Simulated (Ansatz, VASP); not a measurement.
One calculation of Mg, two programs

The input INCAR:

```
PREC = Accurate ; ENCUT = 520
EDIFF = 1E-6 ; ISMEAR = 0
SIGMA = 0.15 ; LREAL = F
LASPH = T ; NELM = 60
ALGO = Normal ; ISIF = 2
LWAVE = F ; LCHARG = T
GGA = PS ; LELF = T
LVHAR = T ; NBANDS = 9
```

File KPOINTS:

```
regular mesh
0
Gamma
  18 18 10
```

The input POSCAR:

```
Mg
1.0
    3.3376423938      0.0000000000      0.0000000000
   -1.6688211969      2.8904831018      0.0000000000
    0.0000000000      0.0000000000      5.6271564000
Mg
2
Direct
    0.3333333333      0.6666666667      0.2500000000
    0.6666666667      0.3333333333      0.7500000000
```

Input for Ansatz:

```yaml
crystal:
  lattice:
    - [3.3376423938, 0.0, 0.0]
    - [-1.6688211969, 2.8904831018, 0.0]
    - [0.0, 0.0, 5.6271564]
  atoms:
    - { symbol: Mg, position: [0.3333333333, 0.6666666667, 0.25] }
    - { symbol: Mg, position: [0.6666666667, 0.3333333333, 0.75] }
basis:
  ecutwfc: 420
kpoints:
  mp_grid: { grid: [18, 18, 10] }
hamiltonian:
  xc: pbesol
scf:
  occupations: { method: gaussian, width: 0.15 }
output:
  forces: true
  stress: true
  eigenvalues: true
  write_density: true
  write_potential: true
  elf: true
  volumetric_format: npy
```

Change from the starting cell: strain +0.040 along x and y, +0.080 along z, atoms carried along.

Alike in both runs: task single point; functional PBEsol; k mesh 18 × 18 × 10; occupations gaussian, width 0.15 eV; no spin polarisation.

|  | VASP | Ansatz |
| --- | --- | --- |
| version | VASP 6.6.1 | Ansatz 0.2.0 |
| potentials or method | VASP PAW PBE potentials, release 64 (Mg), cutoff 520 eV | scalar-relativistic, plane waves, PAW |
| valence electrons in the cell | 4 | 20 |

VASP gave:

* gap on the k mesh at the Fermi level (eV): none
* pressure (GPa): -4.8
* traceless stress, the component that is largest in VASP (GPa): -0.57

**Question.** What did Ansatz give for the same quantities?

**Answer.** gap on the k mesh at the Fermi level (eV): none; pressure (GPa): -4.7; traceless stress, the component that is largest in VASP (GPa): -0.57.

VASP's potentials were made for PBE, not for PBEsol. A gap of «none» marks a metal or a gap that the smearing closes. VASP's potentials hold 4 valence electrons a cell and Ansatz's 20, so a difference there can come from the potentials and not from the codes.
